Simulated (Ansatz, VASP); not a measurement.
## As in VASP and in Ansatz

The input INCAR:

```
SYSTEM = As
  PREC = Accurate
  ENCUT = 520
  EDIFF = 1E-7
  ISMEAR = -1
  SIGMA = 0.08
  LREAL = .False.
  LASPH = .True.
  NELM = 80
  ALGO = Normal
  ISIF = 2
  LWAVE = .False.
  LCHARG = .False.
  GGA = PE
  NBANDS = 8
```

KPOINTS

```
regular mesh
0
Gamma
  15 15 15
  0 0 0
```

Contents of POSCAR:

```
As
1.0
    2.3998844845      0.0000000000      0.0000000000
    0.0000000000      2.3998844845      0.0000000000
    0.0000000000      0.0000000000      2.3998844845
As
1
Direct
    0.0000000000      0.0000000000      0.0000000000
```

Input for Ansatz:

```yaml
crystal:
  lattice:
    - [2.3998844845, 0.0, 0.0]
    - [0.0, 2.3998844845, 0.0]
    - [0.0, 0.0, 2.3998844845]
  atoms:
    - { symbol: As, position: [0.0, 0.0, 0.0] }
kpoints:
  mp_grid: { grid: [15, 15, 15] }
scf:
  occupations: { method: fermi_dirac, width: 0.08 }
hamiltonian:
  xc: pbe
  pseudopotentials: { kind: all_electron, lapw: { basis_error: 0.001 } }
output:
  forces: true
  stress: true
  eigenvalues: true
  populations: true
```

Change from the starting cell: volume scaled by 0.68, LAPW.

Alike in both runs: task single point; functional PBE; k mesh 15 × 15 × 15; occupations fermi-dirac, width 0.08 eV; no spin polarisation.

|  | VASP | Ansatz |
| --- | --- | --- |
| version | VASP 6.6.1 | Ansatz 0.2.0 |
| potentials or method | VASP PAW PBE potentials, release 64 (As), cutoff 520 eV | all-electron LAPW, scalar-relativistic |

|  | VASP | Ansatz | Ansatz less VASP |
| --- | --- | --- | --- |
| pressure (GPa) | 72.5 | 70.4 | -2.10 |

Both programs put the cell under a high pressure, so it lies far from rest at this level. Ansatz ran all-electron here, and VASP with PAW potentials.

Noted on VASP's run: the cell as given lies far from equilibrium.
